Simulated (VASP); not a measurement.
Here is a VASP 6.6.1 calculation.

The input INCAR:

```
SYSTEM = Re
ALGO     = Fast           ! electronic algorithm
EDIFF    = 1E-7           ! SCF threshold, eV
ENCUT    = 520            ! plane-wave cutoff, eV
GGA      = RP             ! functional
ISIF     = 2              ! what is computed and relaxed
ISMEAR   = -1             ! smearing method
IVDW     = 13             ! dispersion correction
LASPH    = .True.         ! aspherical terms in the spheres
LCHARG   = .True.         ! write CHGCAR
LELF     = .True.         ! ELF
LREAL    = .False.        ! projectors in reciprocal space
LVHAR    = .True.       
LWAVE    = .False.        ! write WAVECAR
NBANDS   = 14             ! bands
NELM     = 100            ! most SCF steps
PREC     = Accurate       ! precision mode
SIGMA    = 0.05           ! smearing width, eV
```

Contents of KPOINTS:

```
k-points
0
Gamma
  11 11 6
  0 0 0
```

File POSCAR:

```
Re
1.0
    2.7608000000      0.0000000000      0.0000000000
   -1.3804000000      2.3909229348      0.0000000000
    0.0000000000      0.0000000000      4.4582000000
Re
2
Direct
    0.6666666667      0.3333333333      0.7500000000
    0.3333333333      0.6666666667      0.2500000000
```

Potentials or basis: VASP PAW PBE potentials, release 64 (Re).

The run is started by

```console
$ cat potpaw_PBE.64/Re/POTCAR > POTCAR
$ mpirun -np 1 vasp_std > vasp.out
```

Question: What does it give for the dispersion energy per atom?

Answer: -1.220 eV.

Question: What does it give for the band gap on the k mesh?

Answer: Zero (bands 7 and 8 overlap by 3.04 eV).

Stress tensor (GPa, compression positive):
```
-3.65  0.00  0.00
 0.00 -3.65  0.00
 0.00  0.00 -3.32
```

Caveat: the cell stands under tension; the dispersion term is far too large for a dense solid, which distorts pressure and volume; the PAW data sets were made with another functional, which shifts forces and pressure a little; spin-orbit coupling is left out, which moves the levels of the heavy elements.
